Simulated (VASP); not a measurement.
Sn: relaxation of cell and atoms with PBE

Crystal: Sn.

```
CELL_PARAMETERS angstrom
0.00000 3.27107 3.27107
3.27107 0.00000 3.27107
3.27107 3.27107 0.00000
ATOMIC_POSITIONS crystal
Sn 0.87500 0.87500 0.87500
Sn 0.12500 0.12500 0.12500
```

This isn't the form of Sn at room conditions, which is tetragonal (white tin).

```
Program                : VASP 6.6.1
Task                   : relaxation of cell and atoms
Functional             : PBE
Potentials or basis    : VASP PAW PBE potentials, release 64 (Sn_d)
Cutoff                 : 600 eV
k mesh                 : 9 × 9 × 9
Occupations            : fermi-dirac, width 0.02 eV
Spin                   : no spin polarisation
Dipole correction      : no
Further INCAR settings : ALGO = Normal; EDIFF = 1e-06; IBRION = 2; EDIFFG = -0.005; NSW = 60; ISIF = 3
```

```
Relaxed volume                        : 36.83 Å³/atom
Relaxed cell                          : a = 4.705 Å, b = 4.705 Å, c = 4.705 Å, α = 60.00°, β = 60.00°, γ = 60.00°
Space group after relaxing (to 0.1 Å) : Fd-3m (No. 227)
Energy gained by relaxing             : 11.0 meV/atom
Ionic steps                           : 5
Pressure after relaxing               : 0.0 GPa
Band gap on the k mesh                : zero (bands 14 and 15 overlap by 0.21 eV)
```

The path:
```tsv
step	energy change (eV)	largest force (eV/Å)	pressure (GPa)	volume (Å³)
1	0.0000	0.0000	2.04	70.00
2	-0.0207	0.0000	-0.44	74.61
3	-0.0220	0.0000	0.07	73.64
4	-0.0220	0.0000	-0.04	73.77
5	-0.0220	0.0000	0.02	73.66
```

Final structure:
```
Sn
1.0
     0.00000    3.32717    3.32717
     3.32717    0.00000    3.32717
     3.32717    3.32717    0.00000
Sn
2
Cartesian
  5.8225 5.8225 5.8225
  0.8318 0.8318 0.8318
```

Levels at points of the mesh, in eV from the Fermi level:
```csv
k point,band 12,band 13,band 14,band 15,band 16,band 17
"(0.00, 0.00, 0.00)",-1.05,0.18,0.18,0.18,2.24,2.24
```

Wall time 2.1 min on 1 thread of Intel(R) Xeon(R) Platinum 8488C (Sapphire Rapids), with other jobs on the host, peak memory 0.27 GiB.

Caveat: spin-orbit coupling is left out, which moves the levels of the heavy elements.
